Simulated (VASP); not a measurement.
# SrTiO3 (Pm-3m) in VASP: further runs

SrTiO3 is run at these levels: PBE, r2SCAN; tasks: single point.

All numbers are computed with VASP 6.6.1; they aren't measurements. Logs are shortened: lines on timing, memory, paths and dates and some standing lists are left out, and cuts for length are marked.

## 1. The cell of the first run

Symmetry: Pm-3m, No. 221, cubic system. The conventional cell has a = 3.936 Å, b = 3.936 Å, c = 3.936 Å, α = 90.00°, β = 90.00°, γ = 90.00°. Within 3.7 Å of Sr (site symmetry m-3m) lie 12 O at 2.78 Å and 8 Ti at 3.41 Å. Ti (site symmetry m-3m) has 6 O at 1.97 Å within 2.6 Å. Within 2.6 Å of O (site symmetry 4/mmm) lie 2 Ti at 1.97 Å.

## 2. Single point, PBE

Contents of INCAR:

```
SYSTEM = SrTiO3
PREC = Accurate
ENCUT = 520
EDIFF = 1E-6
ISMEAR = 0
SIGMA = 0.02
LREAL = .FALSE.
LASPH = .TRUE.
NELM = 100
ALGO = Normal
ISIF = 2
LWAVE = .FALSE.
LCHARG = .FALSE.
GGA = PE
NBANDS = 28
```

Contents of KPOINTS:

```
Automatic mesh
0
G
  8 8 8
  0 0 0
```

Contents of POSCAR:

```
SrTiO3
1.0
    3.9364041170      0.0000000000      0.0000000000
    0.0000000000      3.9364041170      0.0000000000
    0.0000000000      0.0000000000      3.9364041170
Sr Ti O
1 1 3
Direct
    0.5000000000      0.5000000000      0.5000000000
    0.0000000000      0.0000000000      0.0000000000
    0.5000000000      0.0000000000      0.0000000000
    0.0000000000      0.5000000000      0.0000000000
    0.0000000000      0.0000000000      0.5000000000
```

Potentials or basis: VASP PAW PBE potentials, release 64 (Sr_sv, Ti_sv, O).

The run is started by

```bash
cat potpaw_PBE.64/Sr_sv/POTCAR potpaw_PBE.64/Ti_sv/POTCAR potpaw_PBE.64/O/POTCAR > POTCAR
mpirun -np 1 vasp_std > vasp.out
```

OUTCAR:

```text
SYSTEM = SrTiO3
   PREC = Accurate
   ENCUT = 520
   EDIFF = 1E-6
   ISMEAR = 0
   LREAL = .FALSE.
   LASPH = .TRUE.
   NELM = 100
   ISIF = 2
   GGA = PE

 ion  position               nearest neighbor table
   1  0.500  0.500  0.500-   3 2.78   4 2.78   5 2.78   3 2.78   4 2.78   3 2.78   5 2.78   3 2.78
                             4 2.78   5 2.78   4 2.78   5 2.78   2 3.41   2 3.41   2 3.41   2 3.41
   2  0.000  0.000  0.000-   3 1.97   4 1.97   5 1.97   5 1.97   4 1.97   3 1.97   1 3.41   1 3.41
                             1 3.41   1 3.41   1 3.41   1 3.41   1 3.41   1 3.41
   3  0.500  0.000  0.000-   2 1.97   2 1.97   1 2.78   1 2.78   1 2.78   1 2.78
   4  0.000  0.500  0.000-   2 1.97   2 1.97   1 2.78   1 2.78   1 2.78   1 2.78
   5  0.000  0.000  0.500-   2 1.97   2 1.97   1 2.78   1 2.78   1 2.78   1 2.78

  LATTYP: Found a simple cubic cell.
 ALAT       =     3.9364041170

  Lattice vectors:

 A1 = (   3.9364041170,   0.0000000000,   0.0000000000)
 A2 = (   0.0000000000,   3.9364041170,   0.0000000000)
 A3 = (   0.0000000000,   0.0000000000,   3.9364041170)

Analysis of symmetry for initial positions (statically):
=====================================================================
 Subroutine PRICEL returns:
 Original cell was already a primitive cell.

 Routine SETGRP: Setting up the symmetry group for a
 simple cubic supercell.

 Subroutine GETGRP returns: Found 48 space group operations
 (whereof 48 operations were pure point group operations)
 out of a pool of 48 trial point group operations.

The static configuration has the point symmetry O_h .

Analysis of symmetry for dynamics (positions and initial velocities):
=====================================================================
 Subroutine PRICEL returns:
 Original cell was already a primitive cell.

 Routine SETGRP: Setting up the symmetry group for a
 simple cubic supercell.

 Subroutine GETGRP returns: Found 48 space group operations
 (whereof 48 operations were pure point group operations)
 out of a pool of 48 trial point group operations.

The dynamic configuration has the point symmetry O_h .

 Subroutine INISYM returns: Found 48 space group operations
 (whereof 48 operations are pure point group operations),
 and found     1 'primitive' translations

----------------------------------------------------------------------------------------

                                     Primitive cell

  volume of cell :      60.9957

  direct lattice vectors                    reciprocal lattice vectors
     3.936404117  0.000000000  0.000000000     0.254038958  0.000000000  0.000000000
     0.000000000  3.936404117  0.000000000     0.000000000  0.254038958  0.000000000
     0.000000000  0.000000000  3.936404117     0.000000000  0.000000000  0.254038958

  length of vectors
     3.936404117  3.936404117  3.936404117     0.254038958  0.254038958  0.254038958

  position of ions in fractional coordinates (direct lattice)
     0.500000000  0.500000000  0.500000000
     0.000000000  0.000000000  0.000000000
     0.500000000  0.000000000  0.000000000
     0.000000000  0.500000000  0.000000000
     0.000000000  0.000000000  0.500000000

  ion indices of the primitive-cell ions
   primitive index   ion index
                 1           1
                 2           2
                 3           3
                 4           4
                 5           5

----------------------------------------------------------------------------------------

 KPOINTS: Automatic mesh

Automatic generation of k-mesh.
 Grid dimensions read from file:
 generate k-points for:    8    8    8

 Generating k-lattice:

  Cartesian coordinates                     Fractional coordinates (reciprocal lattice)
     0.031754870  0.000000000  0.000000000     0.125000000  0.000000000  0.000000000
     0.000000000  0.031754870  0.000000000     0.000000000  0.125000000  0.000000000
     0.000000000  0.000000000  0.031754870     0.000000000  0.000000000  0.125000000

  Length of vectors
     0.031754870  0.031754870  0.031754870

  Shift w.r.t. Gamma in fractional coordinates (k-lattice)
     0.000000000  0.000000000  0.000000000

 Subroutine IBZKPT returns following result:
 ===========================================

 Found     35 irreducible k-points:

 Following reciprocal coordinates:
            Coordinates               Weight
  0.000000  0.000000  0.000000      1.000000
  0.125000  0.000000  0.000000      6.000000
  0.250000  0.000000  0.000000      6.000000
  0.375000  0.000000  0.000000      6.000000
  0.500000  0.000000  0.000000      3.000000
  0.125000  0.125000  0.000000     12.000000
[... 16 lines left out ...]
  0.375000  0.375000  0.125000     24.000000
  0.500000  0.375000  0.125000     24.000000
 [... further k-points ...]
   k-points           NKPTS =     35   k-points in BZ     NKDIM =     35   number of bands    NBANDS=     28
   number of dos      NEDOS =    301   number of ions     NIONS =      5
   total plane-waves  NPLWV =  27000
   dimension x,y,z NGX =    30 NGY =   30 NGZ =   30
   dimension x,y,z NGXF=    60 NGYF=   60 NGZF=   60
   ions per type =               1   1   3
   NGX,Y,Z   is equivalent  to a cutoff of  12.67, 12.67, 12.67 a.u.
   NGXF,Y,Z  is equivalent  to a cutoff of  25.34, 25.34, 25.34 a.u.
 SYSTEM =  SrTiO3
   PREC   = accura    normal or accurate (medium, high low for compatibility)
   ISTART =      0    job   : 0-new  1-cont  2-samecut
   ICHARG =      2    charge: 1-file 2-atom 10-const
   ISPIN  =      1    spin polarized calculation?
   LNONCOLLINEAR =      F non collinear calculations
   LSORBIT =      F    spin-orbit coupling
   LASPH  =      T    aspherical Exc in radial PAW
   ENCUT  =  520.0 eV  38.22 Ry    6.18 a.u.   7.32  7.32  7.32*2*pi/ulx,y,z
   NELM   =    100;   NELMIN=  2; NELMDL= -5     # of ELM steps
   EDIFF  = 0.1E-05   stopping-criterion for ELM
   LREAL  =      F    real-space projection
[... 7 lines left out ...]
   TEBEG  =    0.0;   TEEND  =   0.0 temperature during run
   PSTRESS=    0.0 pullay stress
   NELECT =      40.0000    total number of electrons
   NUPDOWN=      -1.0000    fix difference up-down
   EMIN   =  10.00;   EMAX   =-10.00  energy-range for DOS
   EFERMI =   0.00;   METHOD = LEGACY
   ISMEAR =     0;   SIGMA  =   0.02  broadening in eV -4-tet -1-fermi 0-gaus
   EFERMI_NEDOS =   21; number of points for ismear=-14 and -15
   IALGO  =     38    algorithm
   IMIX   =      4    mixing-type and parameters
     AMIX     =   0.40;   BMIX     =  1.00
     AMIX_MAG =   1.60;   BMIX_MAG =  1.00
  volume/ion in A,a.u.               =      12.20        82.32
  Fermi-wavevector in a.u.,A,eV,Ry     =   1.422313  2.687782 27.524232  2.022974
  Thomas-Fermi vector in A             =   2.543030
   LORBIT       =      0    0 simple, 1 ext, 2 COOP (PROOUT), +10 PAW based schemes
   GGA     = PE    functional components
   LHFCALC =     F    Hartree Fock is set to
   AEXX    =    0.0000 exact exchange contribution
   IVDW    =     0    specifies the selected vdW correction
   LEPSILON=     F    determine dielectric tensor
   LRPA    =     F    only Hartree local field effects (RPA)
 non-spin polarized calculation
 Gauss-broadening in eV      SIGMA  =   0.02
  energy-cutoff  :      520.00
  volume of cell :       61.00
 maximum number of plane-waves:      1671
 NGX is ok and might be reduce to    30
   NGX = 15   NGY = 15   NGZ = 15

 number of electron      39.9999990 magnetization

 Free energy of the ion-electron system (eV)
  ---------------------------------------------------
  ext. energy  EPLUGINS =         0.00000000
  ---------------------------------------------------
  free energy    TOTEN  =       -40.10326456 eV

  energy without entropy =      -40.10326456  energy(sigma->0) =      -40.10326456

 E-fermi :   4.1506     XC(G=0): -11.1445

 val. band max:        3.9706465341   @ k =   0.5000   0.5000   0.5000
 cond. band min:       5.7805468465   @ k =   0.0000   0.0000   0.0000
 fundamental gap:      1.8099003124
 Fermi energy:         4.1505893846

 k-point     1 :       0.0000    0.0000    0.0000
  band No.  band energies     occupation
      1     -52.5941      2.00000
      2     -28.8946      2.00000
      3     -28.8250      2.00000
      4     -28.8250      2.00000
      5     -28.8250      2.00000
      6     -13.3704      2.00000
[... 20 lines left out ...]
     27       9.3471      0.00000
     28       9.9715      0.00000

 k-point     2 :       0.1250    0.0000    0.0000
  band No.  band energies     occupation
      1     -52.5939      2.00000
      2     -28.9115      2.00000
      3     -28.8246      2.00000
      4     -28.8246      2.00000
      5     -28.8143      2.00000
      6     -13.3761      2.00000
[... 20 lines left out ...]
     27       9.6149      0.00000
     28      10.3397      0.00000

 k-point     3 :       0.2500    0.0000    0.0000
  band No.  band energies     occupation
      1     -52.5934      2.00000
      2     -28.9441      2.00000
      3     -28.8237      2.00000
      4     -28.8237      2.00000
      5     -28.7968      2.00000
      6     -13.4357      2.00000
[... 20 lines left out ...]
     27      10.2568      0.00000
     28      11.3497      0.00000

 k-point     4 :       0.3750    0.0000    0.0000
  band No.  band energies     occupation
      1     -52.5929      2.00000
      2     -28.9721      2.00000
      3     -28.8228      2.00000
      4     -28.8228      2.00000
      5     -28.7835      2.00000
      6     -13.5339      2.00000
[... 20 lines left out ...]
     27      10.9530      0.00000
     28      11.9593      0.00000

 k-point     5 :       0.5000    0.0000    0.0000
  band No.  band energies     occupation
      1     -52.5927      2.00000
      2     -28.9831      2.00000
      3     -28.8225      2.00000
      4     -28.8225      2.00000
      5     -28.7786      2.00000
      6     -13.5796      2.00000
[... 20 lines left out ...]
     27      11.2728      0.00000
     28      11.9105      0.00000

 k-point     6 :       0.1250    0.1250    0.0000
  band No.  band energies     occupation
      1     -52.5937      2.00000
      2     -28.9194      2.00000
      3     -28.8340      2.00000
      4     -28.8242      2.00000
      5     -28.8031      2.00000
      6     -13.3653      2.00000
[... 463 lines left out ...]
      5     -28.8004      2.00000
      6     -13.1904      2.00000
[... 20 lines left out ...]
     27      11.7768      0.00000
     28      12.1091      0.00000

 k-point    22 :       0.5000    0.2500    0.1250
  band No.  band energies     occupation
      1     -52.5919      2.00000
      2     -28.9427      2.00000
      3     -28.8542      2.00000
      4     -28.8306      2.00000
      5     -28.8071      2.00000
      6     -13.1913      2.00000
[... 20 lines left out ...]
     27      11.9893      0.00000
     28      12.2489      0.00000

 k-point    23 :       0.3750    0.3750    0.1250
  band No.  band energies     occupation
      1     -52.5916      2.00000
      2     -28.9165      2.00000
      3     -28.8770      2.00000
      4     -28.8316      2.00000
      5     -28.8185      2.00000
      6     -12.9779      2.00000
[... 20 lines left out ...]
     27      12.0376      0.00000
     28      12.4835      0.00000

 k-point    24 :       0.5000    0.3750    0.1250
  band No.  band energies     occupation
      1     -52.5914      2.00000
      2     -28.9106      2.00000
      3     -28.8766      2.00000
      4     -28.8326      2.00000
      5     -28.8297      2.00000
      6     -12.8919      2.00000
[... 20 lines left out ...]
     27      12.0929      0.00000
     28      12.5841      0.00000

 [... further k-points ...]
[... 5 lines left out ...]
  --------------------------------------------------------------------------------------
  -------------------------------------------------------------------------------------
  Total        0.2444681      0.2444681      0.2444681      0.0000000      0.0000000     -0.0000000
  in kB        6.4214604      6.4214604      6.4214604      0.0000000      0.0000000     -0.0000000
  external PRESSURE =       6.4214604 kB  Pullay stress =       0.0000000 kB

 VOLUME and BASIS-vectors are now :
 -----------------------------------------------------------------------------
  energy-cutoff  :      520.00
  volume of cell :       61.00
      direct lattice vectors                 reciprocal lattice vectors
     3.936404117  0.000000000  0.000000000     0.254038958  0.000000000  0.000000000
     0.000000000  3.936404117  0.000000000     0.000000000  0.254038958  0.000000000
     0.000000000  0.000000000  3.936404117     0.000000000  0.000000000  0.254038958

 POSITION                                       TOTAL-FORCE (eV/Angst)
 -----------------------------------------------------------------------------------
      1.96820      1.96820      1.96820         0.000000      0.000000      0.000000
      0.00000      0.00000      0.00000         0.000000      0.000000      0.000000
      1.96820      0.00000      0.00000         0.000000      0.000000      0.000000
      0.00000      1.96820      0.00000         0.000000      0.000000      0.000000
      0.00000      0.00000      1.96820         0.000000      0.000000      0.000000
 -----------------------------------------------------------------------------------
    total drift:                                0.000000     -0.000000      0.000000

  FREE ENERGIE OF THE ION-ELECTRON SYSTEM (eV)
  ---------------------------------------------------
  free  energy   TOTEN  =       -40.1032645624 eV

  energy  without entropy=      -40.1032645624  energy(sigma->0) =      -40.10326456
```

Run time: 77 s. Hardware: 1 thread of Intel Xeon 8259CL, shared host; peak memory 0.21 GiB.

What came out:

```
Free energy            : -40.1033 eV
Pressure               : 0.6 GPa
Band gap on the k mesh : 1.81 eV, indirect (least direct gap 2.18 eV)
```

A k mesh can miss the band edges. A hybrid or GW would open this gap; PBE tends to underestimate it.

## 3. Single point, r2SCAN, collinear spin, ferromagnetic start

Edit POSCAR of step 2 so:

```diff
@@ -2,5 +2,5 @@
 1.0
-    3.9364041170      0.0000000000      0.0000000000
-    0.0000000000      3.9364041170      0.0000000000
-    0.0000000000      0.0000000000      3.9364041170
+    3.9364041186      0.0000000000      0.0000000000
+    0.0000000000      3.9364041186      0.0000000000
+    0.0000000000      0.0000000000      3.9364041186
 Sr Ti O
```

Contents of INCAR.step1:

```
PREC = Accurate
ENCUT = 520
ISMEAR = 0
SIGMA = 0.02
LREAL = F
LASPH = T
NELM = 150
ISPIN = 2
MAGMOM = 0 1 0 0 0
LMAXMIX = 4
NBANDS = 32
GGA = PE
ALGO = Normal
EDIFF = 1E-4
LWAVE = T
LCHARG = F
```

Contents of INCAR.step2:

```
PREC = Accurate
ENCUT = 520
EDIFF = 1E-6
ISMEAR = 0
SIGMA = 0.02
LREAL = F
LASPH = T
NELM = 150
ALGO = Normal
ISIF = 2
LWAVE = F
LCHARG = F
ISPIN = 2
MAGMOM = 0 1 0 0 0
LORBIT = 11
LMAXMIX = 4
METAGGA = R2SCAN
LMIXTAU = T
NBANDS = 32
ISTART = 1
```

Contents of KPOINTS:

```
Automatic mesh
0
Gamma
  8 8 8
```

Potentials or basis: VASP PAW PBE potentials, release 64 (Sr_sv, Ti_sv, O).

The run is started by

```bash
cat potpaw_PBE.64/Sr_sv/POTCAR potpaw_PBE.64/Ti_sv/POTCAR potpaw_PBE.64/O/POTCAR > POTCAR
cp INCAR.step1 INCAR
mpirun -np 1 vasp_std > vasp.out
cp INCAR.step2 INCAR
mpirun -np 1 vasp_std > vasp.out
```

Run time: 5 min. Hardware: 1 thread of Intel Xeon Platinum 8488C (Sapphire Rapids), shared host; peak memory 0.27 GiB.

The run converged. Its results:

```yaml
Free_energy: -63.3214 eV
Pressure: -3.2 GPa
Band_gap_on_the_k_mesh: 2.22 eV, indirect (least direct gap 2.62 eV)
Net_moment: 0.00 μB per cell
Valence_electrons_inside_the_program's_atomic_spheres: Sr 8.05; Ti 10.18; O 5.08
```

Levels at points of the mesh, in eV from the valence-band top:
Spin up:
| k point | band 17 | band 18 | band 19 | band 20 | band 21 | band 22 | band 23 | band 24 |
| --- | --- | --- | --- | --- | --- | --- | --- | --- |
| (0.00, 0.00, 0.00) | -1.17 | -0.40 | -0.40 | -0.40 | 2.22 | 2.22 | 2.22 | 4.42 |
| (0.50, 0.00, 0.00) | -2.30 | -1.93 | -0.77 | -0.77 | 2.37 | 4.05 | 4.05 | 4.43 |
| (0.50, 0.50, 0.00) | -1.81 | -1.58 | -1.58 | -0.09 | 4.05 | 4.05 | 4.53 | 5.43 |
| (0.50, 0.50, 0.50) | -3.73 | 0.00 | 0.00 | 0.00 | 4.72 | 4.72 | 4.72 | 7.54 |
Spin down:
```
           k point  band 16  band 17  band 18  band 19  band 20  band 21  band 22  band 23  band 24  band 25
(0.00, 0.00, 0.00)    -1.17    -1.17    -0.40    -0.40    -0.40     2.22     2.22     2.22     4.42     4.42
(0.50, 0.00, 0.00)    -2.30    -2.30    -1.93    -0.77    -0.77     2.37     4.05     4.05     4.43     6.68
(0.50, 0.50, 0.00)    -2.77    -1.81    -1.58    -1.58    -0.09     4.05     4.05     4.53     5.43     8.45
(0.50, 0.50, 0.50)    -3.73    -3.73     0.00     0.00     0.00     4.72     4.72     4.72     7.54     7.54
```

Caveat: the PAW data sets were made with another functional, which shifts forces and pressure a little. r2SCAN opens gaps a little over a GGA but as a rule still falls short of measured ones.
